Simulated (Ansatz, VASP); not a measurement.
# Two plane-wave programs on SnTe

Contents of INCAR:

```
SYSTEM = SnTe
PREC = Accurate
ENCUT = 520
EDIFF = 1E-7
ISMEAR = 0
SIGMA = 0.1
LREAL = .False.
LASPH = .True.
NELM = 60
ALGO = Normal
ISIF = 2
LWAVE = .False.
LCHARG = .False.
GGA = PE
NBANDS = 28
```

The input KPOINTS:

```
regular mesh
0
Gamma
  6 6 2
  0 0 0
```

The input POSCAR:

```
SnTe
1.0
    4.4440256000      0.0000000000      0.0000000000
   -2.2220128000      3.8486391000      0.0000000000
    0.0000000000      0.0000000000      7.8577987000
Sn Te
2 2
Direct
    0.0000000000      0.0000000000      0.0000000000
    0.0000000000      0.0000000000      0.5000000000
    0.3333333000      0.6666667000      0.2500000000
    0.6666667000      0.3333333000      0.7500000000
```

Input for Ansatz:

```yaml
crystal:
  lattice:
    - [4.4440256, 0.0, 0.0]
    - [-2.2220128, 3.8486391, 0.0]
    - [0.0, 0.0, 7.8577987]
  atoms:
    - { symbol: Sn, position: [0.0, 0.0, 0.0] }
    - { symbol: Sn, position: [0.0, 0.0, 0.5] }
    - { symbol: Te, position: [0.3333333, 0.6666667, 0.25] }
    - { symbol: Te, position: [0.6666667, 0.3333333, 0.75] }
basis:
  ecutwfc: 420
kpoints:
  mp_grid: { grid: [6, 6, 2] }
hamiltonian:
  xc: pbe
scf:
  occupations: { method: gaussian, width: 0.1 }
  lower_state_search: "off"
output:
  forces: true
  stress: true
  eigenvalues: true
```

Alike in both runs: task single point; functional PBE; k mesh 6 × 6 × 2; occupations gaussian, width 0.1 eV; no spin polarisation.

```csv
,VASP,Ansatz
version,VASP 6.6.1,Ansatz 0.2.0
potentials or method,"VASP PAW PBE potentials, release 64 (Sn_d, Te), cutoff 520 eV","scalar-relativistic, plane waves, PAW"
valence electrons in the cell,40,60
```

```tsv
	VASP	Ansatz	Ansatz less VASP
gap on the k mesh at the Fermi level (eV)	none	none	-
pressure (GPa)	-0.1	0.0	+0.03
traceless stress, the component that is largest in VASP (GPa)	-0.28	-0.28	-0.003
```

A gap of «none» marks a metal or a gap that the smearing closes. VASP's potentials hold 40 valence electrons a cell and Ansatz's 60, so a difference there can come from the potentials and not from the codes.

The k mesh is coarse, so the values compare programs but aren't converged. Neither program's run includes spin-orbit coupling.
